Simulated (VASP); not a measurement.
A run of VASP 6.6.1:

INCAR

```
PREC = Accurate
ENCUT = 520
EDIFF = 1E-7
ISMEAR = 0
SIGMA = 0.1
LREAL = F
LASPH = T
NELM = 100
ALGO = Fast
ISIF = 2
LWAVE = F
LCHARG = T
GGA = PE
LELF = T
LVHAR = T
NBANDS = 10
```

Contents of KPOINTS:

```
regular mesh
0
Gamma
  10 10 10
```

File POSCAR:

```
Rb
1.0
   -2.7472734780      2.7472734780      2.7472734780
    2.7472734780     -2.7472734780      2.7472734780
    2.7472734780      2.7472734780     -2.7472734780
Rb
1
Direct
    0.0000000000      0.0000000000      0.0000000000
```

Potentials or basis: VASP PAW PBE potentials, release 64 (Rb_sv).

Command:

```bash
$ cat potpaw_PBE.64/Rb_sv/POTCAR > POTCAR
$ mpirun -np 1 vasp_std > vasp.out
```

Hardware: 1 thread of Intel(R) Xeon(R) Platinum 8259CL CPU @ 2.50GHz (Skylake/Cascade Lake), on a shared host.

Task: Estimate the wall time of this run.

Result: It took 49 s on 1 thread of Intel(R) Xeon(R) Platinum 8259CL CPU @ 2.50GHz (Skylake/Cascade Lake), on a shared host, peak memory 0.21 GiB. Counts: scf iterations 13, k points 47.
